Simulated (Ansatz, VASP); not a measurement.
# Two plane-wave programs on Sr

The input POSCAR:

```
Sr
1.0
   11.0417989815      0.0000000000      0.0000000000
   -5.5208994908      9.5624784214      0.0000000000
    0.0000000000      0.0000000000      4.8408080636
Sr
1
Direct
    0.0000000000      0.0000000000      0.0000000000
```

The input INCAR.step1:

```
PREC     = Accurate       # precision mode
ENCUT    = 520            # plane-wave cutoff, eV
ISMEAR   = 0              # smearing method
SIGMA    = 0.05           # smearing width, eV
LREAL    = False          # projectors in reciprocal space
LASPH    = True           # aspherical terms in the spheres
NELM     = 100            # most SCF steps
NBANDS   = 11             # bands
GGA      = PE             # functional
ALGO     = Normal         # electronic algorithm
EDIFF    = 1E-4           # SCF threshold, eV
LWAVE    = True           # write WAVECAR
LCHARG   = False          # write CHGCAR
```

File INCAR.step2:

```
PREC     = Accurate       # precision mode
ENCUT    = 520            # plane-wave cutoff, eV
EDIFF    = 1E-7           # SCF threshold, eV
ISMEAR   = 0              # smearing method
SIGMA    = 0.05           # smearing width, eV
LREAL    = False          # projectors in reciprocal space
LASPH    = True           # aspherical terms in the spheres
NELM     = 100            # most SCF steps
ALGO     = Normal         # electronic algorithm
ISIF     = 2              # what is computed and relaxed
LWAVE    = False          # write WAVECAR
LCHARG   = True           # write CHGCAR
METAGGA  = R2SCAN         # meta-GGA
LMIXTAU  = True         
LELF     = True           # ELF
LVHAR    = True         
NBANDS   = 11             # bands
ISTART   = 1
```

The input KPOINTS:

```
Automatic mesh
0
Gamma
  6 6 8
```

Input for Ansatz:

```yaml
crystal:
  lattice:
    - [11.0417989815, 0.0, 0.0]
    - [-5.5208994908, 9.5624784214, 0.0]
    - [0.0, 0.0, 4.8408080636]
  atoms:
    - { symbol: Sr, position: [0.0, 0.0, 0.0] }
basis:
  ecutwfc: 500
kpoints:
  mp_grid: { grid: [6, 6, 8] }
hamiltonian:
  xc: r2scan
scf:
  occupations: { method: gaussian, width: 0.05 }
output:
  forces: true
  stress: true
  eigenvalues: true
  populations: true
```

Alike in both runs: task single point; functional r2SCAN; k mesh 6 × 6 × 8; occupations gaussian, width 0.05 eV; no spin polarisation.

```csv
,VASP,Ansatz
version,VASP 6.6.1,Ansatz 0.2.0
potentials or method,"VASP PAW PBE potentials, release 64 (Sr_sv), cutoff 520 eV","scalar-relativistic, plane waves, PAW"
valence electrons in the cell,10,10
```

|  | VASP | Ansatz | Ansatz less VASP |
| --- | --- | --- | --- |
| gap on the k mesh at the Fermi level (eV) | 0.37 | 0.37 | +0.001 |
| least direct gap on the mesh (eV) | 0.38 | 0.38 | +0.001 |
| pressure (GPa) | -0.1 | -0.1 | 0.00 |
| traceless stress, the component that is largest in VASP (GPa) | -0.10 | -0.10 | -0.001 |

VASP's potentials were made for PBE, not for r2SCAN.
